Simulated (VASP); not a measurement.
# YAuC2N2 (P-1) in VASP: further runs, part 2 of 2

VASP 6.6.1. Earlier steps stand in the parts before.

**3. Single point, PBE**

This run uses another cell than the first one, of 25.44 Å³/atom.

Contents of INCAR:

```
  PREC = Accurate
  ENCUT = 600
  EDIFF = 1E-6
  ISMEAR = 0
  SIGMA = 0.1
  LREAL = F
  LASPH = T
  NELM = 120
  ALGO = Normal
  ISIF = 2
  LWAVE = F
  LCHARG = F
  GGA = PE
  NBANDS = 29
  GGA_COMPAT = F
```

Contents of KPOINTS:

```
Automatic mesh
0
Gamma
  4 4 2
```

Contents of POSCAR:

```
YAuC2N2
1.0
    4.1294472400      0.0000000000      0.0000000000
    1.7422757500      4.1436129400      0.0000000000
    0.8261070700      1.3011607400      8.9207066100
Y C Au N
1 2 1 2
Direct
    0.0000000000      0.0000000000      0.0000000000
    0.1992997100      0.8007002900      0.8007002900
    0.8007002900      0.1992997100      0.1992997100
    0.5000000000      0.5000000000      0.5000000000
    0.3100217700      0.6899782300      0.6899782300
    0.6899782300      0.3100217700      0.3100217700
```

Potentials or basis: VASP PAW PBE potentials, release 64 (Y_sv, C, Au, N).

Run with:

```sh
$ cat potpaw_PBE.64/Y_sv/POTCAR potpaw_PBE.64/C/POTCAR potpaw_PBE.64/Au/POTCAR potpaw_PBE.64/N/POTCAR > POTCAR
$ mpirun -np 1 vasp_std > vasp.out
```

Run time: 4.4 min. Hardware: 1 thread of Intel Xeon 8259CL, shared host; peak memory 0.36 GiB.

Results (log left out):

```
Free energy            : -40.4167 eV
Pressure               : 5.3 GPa
Largest force          : 3.257 eV/Å
Band gap on the k mesh : zero (bands 20 and 21 overlap by 0.28 eV)
```

Forces in eV/Å, atoms in the order of the input:
```
Y    0.000  0.000  0.000
C    0.496 -1.606 -2.240
C   -0.496  1.606  2.240
Au   0.000  0.000  0.000
N    0.432 -1.643 -2.779
N   -0.432  1.643  2.779
```

Stress tensor (GPa, compression positive):
```
-1.77 -1.24 -2.57
-1.24  3.24  9.16
-2.57  9.16 14.58
```

Levels at points of the mesh, in eV from the Fermi level:
```
           k point  band 18  band 19  band 20  band 21  band 22  band 23
(0.00, 0.00, 0.00)    -3.85    -3.81    -1.32     0.22     0.78     1.45
(0.50, 0.00, 0.00)    -3.79    -2.98    -0.59     0.21     0.63     0.99
(0.00, 0.50, 0.00)    -3.70    -3.20    -0.59     0.32     0.77     1.15
(0.50, 0.50, 0.00)    -3.86    -2.97    -0.05     0.41     0.49     0.85
(0.00, 0.00, 0.50)    -3.72    -3.68    -1.42    -0.25     0.42     1.37
(0.50, 0.00, 0.50)    -3.83    -3.07    -0.22     0.47     0.57     0.89
(0.00, 0.50, 0.50)    -3.79    -3.33    -0.52     0.68     0.79     1.12
(0.50, 0.50, 0.50)    -3.78    -2.89    -0.52     0.03     0.65     0.93
```

Caveat: the k points lie up to 0.41 Å⁻¹ apart; spin-orbit coupling is left out, which moves the levels of the heavy elements; forces of over 1 eV/Å act on the atoms, so gaps and moduli don't describe the material at rest.

**4. Single point, PBE**

This run uses another cell than the first one, of the same volume but with other edges.

Contents of INCAR:

```
SYSTEM = YAuC2N2
PREC = Accurate
ENCUT = 600
EDIFF = 1E-6
ISMEAR = 0
SIGMA = 0.1
LREAL = .FALSE.
LASPH = .TRUE.
NELM = 120
ALGO = Normal
ISIF = 2
LWAVE = .FALSE.
LCHARG = .TRUE.
GGA = PE
LELF = .TRUE.
LVHAR = .TRUE.
NBANDS = 29
GGA_COMPAT = .FALSE.
```

Contents of KPOINTS:

```
Automatic mesh
0
G
  6 6 4
  0 0 0
```

Contents of POSCAR:

```
YAuC2N2
1.0
    3.8824405946     -0.0060855095      0.0010254158
   -1.8853703376      3.6197675604     -0.0334547701
   -0.3857000367     -0.8308022849      6.9217931009
Y C Au N
1 2 1 2
Direct
    0.0000000000      0.0000000000      0.0000000000
    0.7428454107      0.4533400702      0.1620679417
    0.2571545893      0.5466599298      0.8379320583
    0.5000000000      0.0000000000      0.5000000000
    0.6032460696      0.1602169944      0.2349172809
    0.3967539304      0.8397830056      0.7650827191
```

Run with:

```sh
$ cat potpaw_PBE.64/Y_sv/POTCAR potpaw_PBE.64/C/POTCAR potpaw_PBE.64/Au/POTCAR potpaw_PBE.64/N/POTCAR > POTCAR
$ mpirun -np 1 vasp_std > vasp.out
```

It took 9.7 min on 1 thread of Intel Xeon 8259CL, shared host; peak memory 0.44 GiB.

The run converged. Its results:

| Item | Value |
| --- | --- |
| Free energy | -44.2751 eV |
| Pressure | 0.0 GPa |
| Largest force | 0.170 eV/Å |
| Band gap on the k mesh | zero (bands 20 and 21 overlap by 1.46 eV) |

Forces on the atoms (eV/Å):
```
Y    0.000  0.000  0.000
C    0.003  0.149 -0.082
C   -0.003 -0.149  0.082
Au   0.000  0.000  0.000
N    0.001 -0.141  0.082
N   -0.001  0.141 -0.082
```

Stress tensor (GPa, compression positive):
```
-0.07 -0.01 -0.01
-0.01  0.32 -0.31
-0.01 -0.31 -0.12
```

Levels at points of the mesh, in eV from the Fermi level:
| k point | band 18 | band 19 | band 20 | band 21 | band 22 | band 23 |
| --- | --- | --- | --- | --- | --- | --- |
| (0.00, 0.00, 0.00) | -3.82 | -3.70 | -0.39 | 0.12 | 1.12 | 1.84 |
| (0.50, 0.00, 0.00) | -3.42 | -2.60 | -1.85 | 1.11 | 1.90 | 2.10 |
| (0.00, 0.50, 0.00) | -3.50 | -2.65 | 0.85 | 1.25 | 1.69 | 1.83 |
| (0.50, 0.50, 0.00) | -3.49 | -2.62 | -1.88 | 1.29 | 2.08 | 2.26 |
| (0.00, 0.00, 0.50) | -3.47 | -3.13 | -0.82 | -0.03 | 0.66 | 2.11 |
| (0.50, 0.00, 0.50) | -3.41 | -2.73 | -1.31 | 0.97 | 1.77 | 1.84 |
| (0.00, 0.50, 0.50) | -3.28 | -2.59 | 0.20 | 1.52 | 2.11 | 2.24 |
| (0.50, 0.50, 0.50) | -3.44 | -2.75 | -0.90 | 0.96 | 1.56 | 1.75 |

Caveat: spin-orbit coupling is left out, which moves the levels of the heavy elements.

**5. Relaxation of cell and atoms, PBE**

This run uses another cell than the first one, of the same volume but with other edges.

Contents of INCAR:

```
SYSTEM = YAuC2N2
PREC = Accurate
ENCUT = 600
EDIFF = 1E-7
ISMEAR = 0
SIGMA = 0.1
LREAL = .False.
LASPH = .True.
NELM = 120
ALGO = Normal
ISIF = 3
LWAVE = .False.
LCHARG = .False.
GGA = PE
IBRION = 2
NSW = 90
EDIFFG = -0.04
GGA_COMPAT = .False.
NELMIN = 4
```

Contents of KPOINTS:

```
regular mesh
0
Gamma
  6 6 4
  0 0 0
```

Contents of POSCAR:

```
YAuC2N2
1.0
    3.8053813215      0.0000000000      0.0000000000
   -1.8422138161      3.6590795541      0.0000000000
   -0.3811055051     -0.7775696020      6.9745961640
Y C Au N
1 2 1 2
Direct
    0.0000000000      0.0000000000      0.0000000000
    0.7447554082      0.4552674056      0.1635167373
    0.2552445918      0.5447325944      0.8364832627
    0.5000000000      0.0000000000      0.5000000000
    0.6070825979      0.1648458459      0.2372705769
    0.3929174021      0.8351541541      0.7627294231
```

Run with:

```sh
$ cat potpaw_PBE.64/Y_sv/POTCAR potpaw_PBE.64/C/POTCAR potpaw_PBE.64/Au/POTCAR potpaw_PBE.64/N/POTCAR > POTCAR
$ mpirun -np 1 vasp_std > vasp.out
```

Run time: 52 min. Hardware: 1 thread of Intel Xeon 8259CL, shared host; peak memory 0.42 GiB.

Results (log left out):

```
Free energy                           : -44.2765 eV
Relaxed volume                        : 16.10 Å³/atom
Relaxed cell                          : a = 3.894 Å, b = 4.078 Å, c = 6.955 Å, α = 95.48°, β = 93.30°, γ = 117.78°
Space group after relaxing (to 0.1 Å) : P-1 (No. 2)
Energy gained by relaxing             : 1.9 meV/atom
Ionic steps                           : 13
Pressure after relaxing               : 0.0 GPa
Largest force after relaxing          : 0.015 eV/Å
Band gap on the k mesh                : zero (bands 20 and 21 overlap by 1.48 eV)
```

Forces on the atoms (eV/Å):
```
Y    0.000  0.000  0.000
C   -0.001  0.011  0.001
C    0.001 -0.011 -0.001
Au   0.000  0.000  0.000
N    0.010  0.007  0.009
N   -0.010 -0.007 -0.009
```

Step by step:
| step | energy change (eV) | largest force (eV/Å) | pressure (GPa) | volume (Å³) |
| --- | --- | --- | --- | --- |
| 1 | 0.0000 | 0.2883 | 0.03 | 97.12 |
| 2 | 0.0292 | 1.4833 | -2.16 | 97.16 |
| 3 | -0.0011 | 0.1156 | -0.34 | 97.12 |
| 4 | -0.0043 | 0.0664 | 0.05 | 96.74 |
| 5 | -0.0051 | 0.0779 | 0.34 | 96.46 |
| 6 | -0.0074 | 0.0706 | 0.08 | 96.63 |
| 7 | -0.0078 | 0.1367 | -0.10 | 96.74 |
| 8 | -0.0090 | 0.2043 | -0.41 | 96.78 |
| 9 | -0.0091 | 0.2392 | -0.47 | 96.78 |
| 10 | -0.0097 | 0.2056 | -0.40 | 96.76 |
| 11 | -0.0109 | 0.1045 | -0.21 | 96.69 |
| 12 | -0.0112 | 0.0992 | 0.19 | 96.55 |
| 13 | -0.0114 | 0.0151 | 0.01 | 96.61 |

Final structure:
```cif
data_structure
_symmetry_space_group_name_H-M 'P 1'
_symmetry_Int_Tables_number 1
_cell_length_a 3.8941
_cell_length_b 4.0777
_cell_length_c 6.9553
_cell_angle_alpha 95.477
_cell_angle_beta 93.300
_cell_angle_gamma 117.782
_cell_volume 96.61
loop_
_atom_site_label
_atom_site_type_symbol
_atom_site_fract_x
_atom_site_fract_y
_atom_site_fract_z
_atom_site_occupancy
Y1 Y 0.00000 0.00000 0.00000 1
C1 C 0.74398 0.45441 0.16220 1
C2 C 0.25602 0.54559 0.83780 1
Au1 Au 0.50000 0.00000 0.50000 1
N1 N 0.60424 0.16117 0.23524 1
N2 N 0.39576 0.83883 0.76476 1
```

Levels at points of the mesh, in eV from the Fermi level:
| k point | band 16 | band 17 | band 18 | band 19 | band 20 | band 21 | band 22 | band 23 | band 24 |
| --- | --- | --- | --- | --- | --- | --- | --- | --- | --- |
| (0.00, 0.00, 0.00) | -4.07 | -3.91 | -3.83 | -3.71 | -0.42 | 0.15 | 1.09 | 1.80 | 2.31 |
| (0.50, 0.00, 0.00) | -3.66 | -3.54 | -3.42 | -2.61 | -1.86 | 1.12 | 1.90 | 2.10 | 2.47 |
| (0.00, 0.50, 0.00) | -3.69 | -3.66 | -3.51 | -2.64 | 0.86 | 1.23 | 1.73 | 1.80 | 2.67 |
| (0.50, 0.50, 0.00) | -3.61 | -3.60 | -3.50 | -2.63 | -1.90 | 1.30 | 2.07 | 2.28 | 2.28 |
| (0.00, 0.00, 0.50) | -3.82 | -3.79 | -3.47 | -3.12 | -0.87 | -0.02 | 0.69 | 2.12 | 2.49 |
| (0.50, 0.00, 0.50) | -3.88 | -3.51 | -3.41 | -2.73 | -1.31 | 0.97 | 1.75 | 1.84 | 3.06 |
| (0.00, 0.50, 0.50) | -3.58 | -3.49 | -3.27 | -2.58 | 0.20 | 1.56 | 2.14 | 2.22 | 2.47 |
| (0.50, 0.50, 0.50) | -3.81 | -3.52 | -3.44 | -2.76 | -0.89 | 0.95 | 1.55 | 1.74 | 2.80 |

Caveat: spin-orbit coupling is left out, which moves the levels of the heavy elements.

**6. The runs side by side**

```csv
task,cell,k mesh,gap on the mesh (eV),pressure (GPa),largest force (eV/Å)
single point,"a = 3.805, b = 4.097, c = 8.394 Å, angles 56.6, 80.0, 63.3°, 6 atoms, atomic positions A",4 × 4 × 2,none,-0.1,0.21
single point,"a = 4.129, b = 4.495, c = 9.053 Å, angles 80.3, 84.8, 67.2°, 6 atoms, atomic positions B",4 × 4 × 2,none,5.3,3.26
single point,"a = 3.882, b = 4.081, c = 6.982 Å, angles 95.1, 93.1, 117.6°, 6 atoms, atomic positions C",6 × 6 × 4,none,0.0,0.17
relaxation of cell and atoms,"relaxed from a = 3.805, b = 4.097, c = 7.028 Å, angles 94.3, 93.1, 116.7°, 6 atoms, atomic positions D",6 × 6 × 4,none,0.0,0.02
```

Alike in all rows: level PBE; potentials or basis VASP PAW PBE potentials, release 64 (Y_sv, C, Au, N); no spin polarisation; cutoff (eV) 600; smearing gaussian 0.1 eV.

Caveats: some runs use coarse meshes; spin-orbit coupling is left out, which moves the levels of the heavy elements; forces of over 1 eV/Å act on the atoms, so gaps and moduli don't describe the material at rest (at least some runs).

Total energies depend on the potentials used, so only differences within one code and one set of settings carry meaning.
